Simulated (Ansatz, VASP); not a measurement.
# One calculation of BP, two programs

Contents of INCAR:

```
SYSTEM = BP
PREC = Accurate
ENCUT = 500
EDIFF = 1E-6
ISMEAR = -1
SIGMA = 0.08
LREAL = .False.
LASPH = .True.
NELM = 120
ALGO = Normal
ISIF = 2
LWAVE = .False.
LCHARG = .True.
LELF = .True.
LVHAR = .True.
NBANDS = 11
GGA_COMPAT = .False.
```

Contents of KPOINTS:

```
regular mesh
0
Gamma
  15 15 15
  0 0 0
```

The input POSCAR:

```
BP
1.0
    0.0000000000      2.0841117159      2.0841117159
    2.0841117159      0.0000000000      2.0841117159
    2.0841117159      2.0841117159      0.0000000000
B P
1 1
Direct
    0.0000000000      0.0000000000      0.0000000000
    0.2500000000      0.2500000000      0.2500000000
```

Input for Ansatz:

```yaml
crystal:
  lattice:
    - [0.0, 2.0841117159, 2.0841117159]
    - [2.0841117159, 0.0, 2.0841117159]
    - [2.0841117159, 2.0841117159, 0.0]
  atoms:
    - { symbol: B, position: [0.0, 0.0, 0.0] }
    - { symbol: P, position: [0.25, 0.25, 0.25] }
kpoints:
  mp_grid: { grid: [15, 15, 15] }
scf:
  occupations: { method: fermi_dirac, width: 0.08 }
hamiltonian:
  xc: lda
  pseudopotentials: { kind: all_electron, datasets: crystal }
output:
  forces: true
  stress: true
  eigenvalues: true
```

Change from the starting cell: volume scaled by 0.8, crystal datasets.

Alike in both runs: task single point; functional LDA; k mesh 15 × 15 × 15; occupations fermi-dirac, width 0.08 eV; no spin polarisation.

|  | VASP | Ansatz |
| --- | --- | --- |
| version | VASP 6.6.1 | Ansatz 0.2.0 |
| potentials or method | VASP PAW LDA potentials, release 64 (B, P), cutoff 500 eV | all-electron PAW with datasets made for the crystal, scalar-relativistic |

Ansatz gave:

| Item | Value |
| --- | --- |
| pressure (GPa) | 59.2 |

Question: Estimate VASP's values.

Answer: Pressure (GPa): 58.9.

LDA's correlation is that of Perdew and Zunger in VASP and of Perdew and Wang (1992) in Ansatz. Both programs put the cell under a high pressure, so it lies far from rest at this level. Ansatz ran all-electron here, and VASP with PAW potentials.
